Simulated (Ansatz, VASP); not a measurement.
# WC: VASP beside Ansatz

```xyz
2
Lattice="2.8908 0.0000 0.0000 -1.4454 2.5035 0.0000 0.0000 0.0000 2.8195" Properties=species:S:1:pos:R:3 pbc="T T T"
W     0.0000    0.0000    0.0000
C     1.4454    0.8345    1.4098
```

Change from the starting cell: volume scaled by 0.99.

Alike in both runs: task single point; functional PBE; k mesh 13 × 13 × 12; occupations fermi-dirac, width 0.05 eV; no spin polarisation.

|  | VASP | Ansatz |
| --- | --- | --- |
| version | VASP 6.6.1 | Ansatz 0.2.0 |
| potentials or method | VASP PAW PBE potentials, release 64 (W_sv, C), cutoff 520 eV | all-electron LAPW, scalar-relativistic |

|  | VASP | Ansatz | Ansatz less VASP |
| --- | --- | --- | --- |
| pressure (GPa) | 13.9 | 12.8 | -1.16 |
| traceless stress, the component that is largest in VASP (GPa) | 0.72 | 0.50 | -0.224 |

Ansatz ran all-electron here, and VASP with PAW potentials.

Spin-orbit coupling is off throughout.
